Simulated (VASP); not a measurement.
Here is a VASP 6.6.1 calculation.

Contents of INCAR:

```
ALGO = Normal
EDIFF = 1E-8
ENCUT = 520
GGA = PE
ISIF = 2
ISMEAR = -1
LASPH = T
LCHARG = F
LEFG = T
LREAL = F
LWAVE = F
NBANDS = 11
NELM = 100
PREC = Accurate
SIGMA = 0.05
```

Contents of KPOINTS:

```
k-points
0
Gamma
  18 18 18
```

File POSCAR:

```
Pd
1.0
    0.0000000000      1.9704937245      1.9704937245
    1.9704937245      0.0000000000      1.9704937245
    1.9704937245      1.9704937245      0.0000000000
Pd
1
Direct
    0.0000000000      0.0000000000      0.0000000000
```

Potentials or basis: VASP PAW PBE potentials, release 64 (Pd).

The run is started by

```console
$ cat potpaw_PBE.64/Pd/POTCAR > POTCAR
$ mpirun -np 1 vasp_std > vasp.out
```

Task: Estimate the pressure.

Result: -0.1 GPa.

Task: What does it give for the band gap on the k mesh?

Result: Zero (band 5 reaches 9.44 eV, above the bottom of band 6 at 7.96 eV).

Caveat: without QUAD_EFG the Cq values of the log hold for a quadrupole moment of 1 mb, not for the nuclei.
